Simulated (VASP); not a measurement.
# Hg4Te3 in VASP: single point with PBE

Aim: the single point of Hg4Te3 with PBE.

Everything below comes from runs of VASP 6.6.1. Logs are shortened: lines on timing, memory, paths and dates and some standing lists are left out, and cuts for length are marked.

## 1. The cell of the first run

The cell holds a slab with vacuum, 7 atoms: a = 4.702 Å, b = 4.702 Å, c = 24.974 Å, α = 90.00°, β = 90.00°, γ = 90.00°.

## 2. Single point, PBE

Input file INCAR:

```
ALGO = Normal
DIPOL = 0.5 0.5 0.500
EDIFF = 1E-7
ENCUT = 520
GGA = PE
IDIPOL = 3
ISIF = 2
ISMEAR = 0
LASPH = True
LCHARG = True
LDIPOL = True
LELF = True
LREAL = False
LVACPOTAV = True
LVHAR = True
LWAVE = False
NBANDS = 42
NELM = 100
PREC = Accurate
SIGMA = 0.1
```

Input file KPOINTS:

```
k-points
0
Gamma
  8 8 1
```

Input file POSCAR:

```
Hg4Te3
1.0
    4.7019745438      0.0000000000      0.0000000000
    0.0000000000      4.7019745438      0.0000000000
    0.0000000000      0.0000000000     24.9743942547
Hg Te
4 3
Direct
    0.5000000000      0.5000000000      0.2960227390
    0.0000000000      0.0000000000      0.4329776306
    0.5000000000      0.5000000000      0.5670223412
    0.0000000000      0.0000000000      0.7039774385
    0.5000000000      0.0000000000      0.3662322047
    0.0000000000      0.5000000000      0.4999999343
    0.5000000000      0.0000000000      0.6337677116
```

Potentials or basis: VASP PAW PBE potentials, release 64 (Hg, Te).

The run is started by

```bash
cat potpaw_PBE.64/Hg/POTCAR potpaw_PBE.64/Te/POTCAR > POTCAR
mpirun -np 1 vasp_std > vasp.out
```

OUTCAR:

```text
EDIFF = 1E-7
   ENCUT = 520
   GGA = PE
   ISIF = 2
   ISMEAR = 0
   LASPH = True
   LREAL = False
   NELM = 100
   PREC = Accurate

 ion  position               nearest neighbor table
   1  0.500  0.500  0.296-   5 2.93   5 2.93
   2  0.000  0.000  0.433-   5 2.88   5 2.88   6 2.89   6 2.89
   3  0.500  0.500  0.567-   7 2.88   7 2.88   6 2.89   6 2.89
   4  0.000  0.000  0.704-   7 2.93   7 2.93
   5  0.500  0.000  0.366-   2 2.88   2 2.88   1 2.93   1 2.93
   6  0.000  0.500  0.500-   2 2.89   2 2.89   3 2.89   3 2.89
   7  0.500  0.000  0.634-   3 2.88   3 2.88   4 2.93   4 2.93

  LATTYP: Found a simple tetragonal cell.
 ALAT       =     4.7019745438
 C/A-ratio  =     5.3114694735

  Lattice vectors:

 A1 = (   4.7019745438,   0.0000000000,   0.0000000000)
 A2 = (   0.0000000000,   4.7019745438,   0.0000000000)
 A3 = (   0.0000000000,   0.0000000000,  24.9743942547)

Analysis of symmetry for initial positions (statically):
=====================================================================
 Subroutine PRICEL returns:
 Original cell was already a primitive cell.

 Routine SETGRP: Setting up the symmetry group for a
 simple tetragonal supercell.

 Subroutine GETGRP returns: Found  8 space group operations
 (whereof  4 operations were pure point group operations)
 out of a pool of 16 trial point group operations.

The static configuration has the point symmetry C_2v.
 The point group associated with its full space group is D_2d.

Analysis of symmetry for dynamics (positions and initial velocities):
=====================================================================
 Subroutine PRICEL returns:
 Original cell was already a primitive cell.

 Routine SETGRP: Setting up the symmetry group for a
 simple tetragonal supercell.

 Subroutine GETGRP returns: Found  8 space group operations
 (whereof  4 operations were pure point group operations)
 out of a pool of 16 trial point group operations.

The dynamic configuration has the point symmetry C_2v.
 The point group associated with its full space group is D_2d.

 Subroutine INISYM returns: Found  8 space group operations
 (whereof  4 operations are pure point group operations),
 and found     1 'primitive' translations

----------------------------------------------------------------------------------------

                                     Primitive cell

  volume of cell :     552.1480

  direct lattice vectors                    reciprocal lattice vectors
     4.701974544  0.000000000  0.000000000     0.212676609  0.000000000  0.000000000
     0.000000000  4.701974544  0.000000000     0.000000000  0.212676609  0.000000000
     0.000000000  0.000000000 24.974394255     0.000000000  0.000000000  0.040041011

  length of vectors
     4.701974544  4.701974544 24.974394255     0.212676609  0.212676609  0.040041011

  position of ions in fractional coordinates (direct lattice)
     0.500000000  0.500000000  0.296022739
     0.000000000  0.000000000  0.432977631
     0.500000000  0.500000000  0.567022341
     0.000000000  0.000000000  0.703977438
     0.500000000  0.000000000  0.366232205
     0.000000000  0.500000000  0.499999934
     0.500000000  0.000000000  0.633767712

  ion indices of the primitive-cell ions
   primitive index   ion index
                 1           1
                 2           2
                 3           3
                 4           4
                 5           5
                 6           6
                 7           7

----------------------------------------------------------------------------------------

 KPOINTS: k-points

Automatic generation of k-mesh.
 Grid dimensions read from file:
 generate k-points for:    8    8    1

 Generating k-lattice:

  Cartesian coordinates                     Fractional coordinates (reciprocal lattice)
     0.026584576  0.000000000  0.000000000     0.125000000  0.000000000  0.000000000
     0.000000000  0.026584576  0.000000000     0.000000000  0.125000000  0.000000000
     0.000000000  0.000000000  0.040041011     0.000000000  0.000000000  1.000000000

  Length of vectors
     0.026584576  0.026584576  0.040041011

  Shift w.r.t. Gamma in fractional coordinates (k-lattice)
     0.000000000  0.000000000  0.000000000

 Subroutine IBZKPT returns following result:
 ===========================================

 Found     15 irreducible k-points:

 Following reciprocal coordinates:
            Coordinates               Weight
  0.000000  0.000000  0.000000      1.000000
  0.125000  0.000000  0.000000      4.000000
  0.250000  0.000000  0.000000      4.000000
  0.375000  0.000000  0.000000      4.000000
  0.500000  0.000000  0.000000      2.000000
  0.125000  0.125000  0.000000      4.000000
  0.250000  0.125000  0.000000      8.000000
  0.375000  0.125000  0.000000      8.000000
  0.500000  0.125000  0.000000      4.000000
  0.250000  0.250000  0.000000      4.000000
  0.375000  0.250000  0.000000      8.000000
  0.500000  0.250000  0.000000      4.000000
  0.375000  0.375000  0.000000      4.000000
  0.500000  0.375000  0.000000      4.000000
  0.500000  0.500000  0.000000      1.000000
   k-points           NKPTS =     15   k-points in BZ     NKDIM =     15   number of bands    NBANDS=     42
   number of dos      NEDOS =    301   number of ions     NIONS =      7
   total plane-waves  NPLWV = 248832
   dimension x,y,z NGX =    36 NGY =   36 NGZ =  192
   dimension x,y,z NGXF=    72 NGYF=   72 NGZF=  384
   ions per type =               4   3
   NGX,Y,Z   is equivalent  to a cutoff of  12.73, 12.73, 12.78 a.u.
   NGXF,Y,Z  is equivalent  to a cutoff of  25.46, 25.46, 25.56 a.u.
 SYSTEM =  unknown system
   PREC   = accura    normal or accurate (medium, high low for compatibility)
   ISTART =      0    job   : 0-new  1-cont  2-samecut
   ICHARG =      2    charge: 1-file 2-atom 10-const
   ISPIN  =      1    spin polarized calculation?
   LNONCOLLINEAR =      F non collinear calculations
   LSORBIT =      F    spin-orbit coupling
   LASPH  =      T    aspherical Exc in radial PAW
   ENCUT  =  520.0 eV  38.22 Ry    6.18 a.u.   8.74  8.74 46.44*2*pi/ulx,y,z
   NELM   =    100;   NELMIN=  2; NELMDL= -5     # of ELM steps
   EDIFF  = 0.1E-06   stopping-criterion for ELM
   LREAL  =      F    real-space projection
   EDIFFG = 0.1E-05   stopping-criterion for IOM
   NSW    =      0    number of steps for IOM
   IBRION =     -1    ionic relax: 0-MD 1-quasi-New 2-CG
   NFREE  =      0    steps in history (QN), initial steepest desc. (CG)
   ISIF   =      2    stress and relaxation
   ISYM   =      2    0-nonsym 1-usesym 2-fastsym
   POTIM  = 0.5000    time-step for ionic-motion
   TEBEG  =    0.0;   TEEND  =   0.0 temperature during run
   PSTRESS=    0.0 pullay stress
   NELECT =      66.0000    total number of electrons
   NUPDOWN=      -1.0000    fix difference up-down
   EMIN   =  10.00;   EMAX   =-10.00  energy-range for DOS
   EFERMI =   0.00;   METHOD = LEGACY
   ISMEAR =     0;   SIGMA  =   0.10  broadening in eV -4-tet -1-fermi 0-gaus
   EFERMI_NEDOS =   21; number of points for ismear=-14 and -15
   IALGO  =     38    algorithm
   IMIX   =      4    mixing-type and parameters
     AMIX     =   0.40;   BMIX     =  1.00
     AMIX_MAG =   1.60;   BMIX_MAG =  1.00
  volume/ion in A,a.u.               =      78.88       532.30
  Fermi-wavevector in a.u.,A,eV,Ry     =   0.806438  1.523947  8.848443  0.650342
  Thomas-Fermi vector in A             =   1.914870
   LORBIT       =      0    0 simple, 1 ext, 2 COOP (PROOUT), +10 PAW based schemes
   GGA     = PE    functional components
   LHFCALC =     F    Hartree Fock is set to
   AEXX    =    0.0000 exact exchange contribution
   IVDW    =     0    specifies the selected vdW correction
   LEPSILON=     F    determine dielectric tensor
   LRPA    =     F    only Hartree local field effects (RPA)
 non-spin polarized calculation
 Gauss-broadening in eV      SIGMA  =   0.10
  energy-cutoff  :      520.00
  volume of cell :      552.15
 maximum number of plane-waves:     14913
 NGX is ok and might be reduce to    36
   NGX = 17   NGY = 17   NGZ = 93

 dipolmoment           0.000000      0.000000      0.000000 electrons x Angstroem

 number of electron      65.9999992 magnetization

 dipolmoment           0.000000      0.000000     -0.000001 electrons x Angstroem

 Free energy of the ion-electron system (eV)
  ---------------------------------------------------
  ext. energy  EPLUGINS =         0.00000000
  ---------------------------------------------------
  free energy    TOTEN  =        -9.31800029 eV

  energy without entropy =       -9.27148165  energy(sigma->0) =       -9.29474097

 E-fermi :  -1.3500     XC(G=0):  -4.4803

 val. band max:       -1.3508479389   @ k =   0.2500   0.2500   0.0000
 cond. band min:      -1.3405250697   @ k =   0.3750   0.3750   0.0000
 fundamental gap:      0.0103228692
 Fermi energy:        -1.3499724213

 k-point     1 :       0.0000    0.0000    0.0000
  band No.  band energies     occupation
      1     -12.9187      2.00000
      2     -12.6616      2.00000
      3     -12.4627      2.00000
      4      -8.4599      2.00000
      5      -8.4570      2.00000
      6      -8.4570      2.00000
[... 34 lines left out ...]
     41       2.9301      0.00000
     42       2.9301      0.00000

 k-point     2 :       0.1250    0.0000    0.0000
  band No.  band energies     occupation
      1     -12.8812      2.00000
      2     -12.6386      2.00000
      3     -12.4564      2.00000
      4      -8.4545      2.00000
      5      -8.4513      2.00000
      6      -8.4305      2.00000
[... 34 lines left out ...]
     41       2.5634      0.00000
     42       2.9915      0.00000

 k-point     3 :       0.2500    0.0000    0.0000
  band No.  band energies     occupation
      1     -12.7814      2.00000
      2     -12.5820      2.00000
      3     -12.4483      2.00000
      4      -8.4359      2.00000
      5      -8.4219      2.00000
      6      -8.3936      2.00000
[... 492 lines left out ...]
      4      -8.3212      2.00000
      5      -8.3036      2.00000
      6      -8.2872      2.00000
[... 34 lines left out ...]
     41       2.8472      0.00000
     42       3.7014      0.00000

 k-point    15 :       0.5000    0.5000    0.0000
  band No.  band energies     occupation
      1     -12.4080      2.00000
      2     -12.3425      2.00000
      3     -12.3420      2.00000
      4      -8.3028      2.00000
      5      -8.3027      2.00000
      6      -8.2706      2.00000
[... 34 lines left out ...]
     41       2.9345      0.00000
     42       4.0487      0.00000

------------------------ aborting loop because EDIFF is reached ----------------------------------------

  FORCE on cell =-STRESS in cart. coord.  units (eV):
  Direction    XX          YY          ZZ          XY          YZ          ZX
  --------------------------------------------------------------------------------------
  -------------------------------------------------------------------------------------
  Total        1.0716665      1.0716665      0.0511378      0.0000000      0.0000000      0.0000000
  in kB        3.1096731      3.1096731      0.1483874      0.0000000      0.0000000      0.0000000
  external PRESSURE =       2.1225779 kB  Pullay stress =       0.0000000 kB

 VOLUME and BASIS-vectors are now :
 -----------------------------------------------------------------------------
  energy-cutoff  :      520.00
  volume of cell :      552.15
      direct lattice vectors                 reciprocal lattice vectors
     4.701974544  0.000000000  0.000000000     0.212676609  0.000000000  0.000000000
     0.000000000  4.701974544  0.000000000     0.000000000  0.212676609  0.000000000
     0.000000000  0.000000000 24.974394255     0.000000000  0.000000000  0.040041011

 POSITION                                       TOTAL-FORCE (eV/Angst)
 -----------------------------------------------------------------------------------
      2.35099      2.35099      7.39299         0.000000      0.000000     -0.027309
      0.00000      0.00000     10.81335         0.000000      0.000000      0.010004
      2.35099      2.35099     14.16104         0.000000      0.000000     -0.010004
      0.00000      0.00000     17.58141         0.000000      0.000000      0.027309
      2.35099      0.00000      9.14643         0.000000      0.000000      0.018646
      0.00000      2.35099     12.48720         0.000000      0.000000     -0.000000
      2.35099      0.00000     15.82796         0.000000      0.000000     -0.018646
 -----------------------------------------------------------------------------------
    total drift:                                0.000000      0.000000     -0.000449

  FREE ENERGIE OF THE ION-ELECTRON SYSTEM (eV)
  ---------------------------------------------------
  free  energy   TOTEN  =        -9.3180002852 eV

  energy  without entropy=       -9.2714816458  energy(sigma->0) =       -9.29474097

 vacuum level on the upper side and lower side of the slab         3.093         3.093
```

Run time: 18 min. Hardware: 1 thread of Intel Xeon 8259CL, shared host; peak memory 0.71 GiB.

What came out:

| Quantity | Value |
| --- | --- |
| Free energy | -9.3180 eV |
| Largest force | 0.027 eV/Å |
| Band gap on the k mesh | zero (bands 33 and 34 overlap by 0.30 eV) |

Forces in eV/Å, atoms in the order of the input:
```
Hg   0.000  0.000 -0.027
Hg   0.000  0.000  0.010
Hg   0.000  0.000 -0.010
Hg   0.000  0.000  0.027
Te   0.000  0.000  0.019
Te   0.000  0.000  0.000
Te   0.000  0.000 -0.019
```

Levels at points of the mesh, in eV from the Fermi level:
```tsv
k point	band 31	band 32	band 33	band 34	band 35	band 36
(0.00, 0.00, 0.00)	-1.29	-0.59	-0.59	0.27	1.26	1.65
(0.50, 0.00, 0.00)	-1.11	-0.94	-0.31	-0.25	0.87	1.10
(0.50, 0.50, 0.00)	-2.34	-2.18	0.05	0.05	1.88	2.07
```

Caveat: spin-orbit coupling is left out, which moves the levels of the heavy elements.
